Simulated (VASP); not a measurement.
Input of a VASP 6.6.1 run:

Contents of INCAR:

```
PREC     = Accurate       # precision mode
ENCUT    = 520            # plane-wave cutoff, eV
EDIFF    = 1E-6           # SCF threshold, eV
ISMEAR   = -1             # smearing method
SIGMA    = 0.1            # smearing width, eV
LREAL    = F              # projectors in reciprocal space
LASPH    = T              # aspherical terms in the spheres
NELM     = 100            # most SCF steps
ALGO     = Normal         # electronic algorithm
ISIF     = 2              # what is computed and relaxed
LWAVE    = F              # write WAVECAR
LCHARG   = F              # write CHGCAR
GGA      = CA             # functional
NBANDS   = 11             # bands
```

Contents of KPOINTS:

```
Automatic mesh
0
Gamma
  23 23 23
```

The input POSCAR:

```
Pt
1.0
    0.0000000000      1.9730572272      1.9730572272
    1.9730572272      0.0000000000      1.9730572272
    1.9730572272      1.9730572272      0.0000000000
Pt
1
Direct
    0.0000000000      0.0000000000      0.0000000000
```

Potentials or basis: VASP PAW LDA potentials, release 64 (Pt).

Run with:

```console
$ cat potpaw_LDA.64/Pt/POTCAR > POTCAR
$ mpirun -np 1 vasp_std > vasp.out
```

(1) Estimate the pressure.

(2) What does it give for the band gap on the k mesh?

## Answers

(1) -10.0 GPa.

(2) zero (band 5 reaches 11.23 eV, above the bottom of band 6 at 9.10 eV).

Caveat: spin-orbit coupling is left out, which moves the levels of the heavy elements.
